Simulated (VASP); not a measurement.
Runs of VASP 6.6.1 on Bi. The structure is that of space group R-3m (No. 166), or close to it. The cells are those of the table. 

```tsv
cell	further INCAR settings	gap on the mesh (eV)	pressure (GPa)	largest force (eV/Å)
a = 4.774 Å, angles 55.9°, 2 atoms	ALGO = Fast; EDIFF = 1e-06; NBANDS = 22	none	0.2	0.16
a = 4.803 Å, angles 54.7°, 2 atoms	ALGO = Fast; EDIFF = 1e-07; NBANDS = 22	none	1.2	(c)
a = 4.647 Å, angles 58.6°, 2 atoms	ALGO = Fast; EDIFF = 1e-06; NBANDS = 22	none	0.7	(d)
a = 4.724 Å, angles 56.6°, 2 atoms	ALGO = Fast; EDIFF = 1e-06; NBANDS = 22	none	(b)	0.25
a = 4.824 Å, angles 55.3°, 2 atoms	ALGO = Fast; EDIFF = 1e-06; NBANDS = 22	none	-0.4	(a)
a = 4.697 Å, angles 57.9°, 2 atoms	ALGO = Fast; EDIFF = 1e-07; NBANDS = 22	none	0.0	0.22
```

Alike in all rows: task single point; level PBEsol; potentials or basis VASP PAW PBE potentials, release 64 (Bi_d); no spin polarisation; k mesh 12 × 12 × 12; cutoff (eV) 520; smearing gaussian 0.15 eV.

Estimate the missing entries.

(a) 0.06; (b) 0.9; (c) 0.20; (d) 0.31.

Caveats: the PAW data sets were made with another functional, which shifts forces and pressure a little; spin-orbit coupling is left out, which moves the levels of the heavy elements.

A k mesh can miss the band edges, and the runs leave out spin-orbit coupling on Bi.

A gap of «none» marks levels without a gap at the run's occupations.
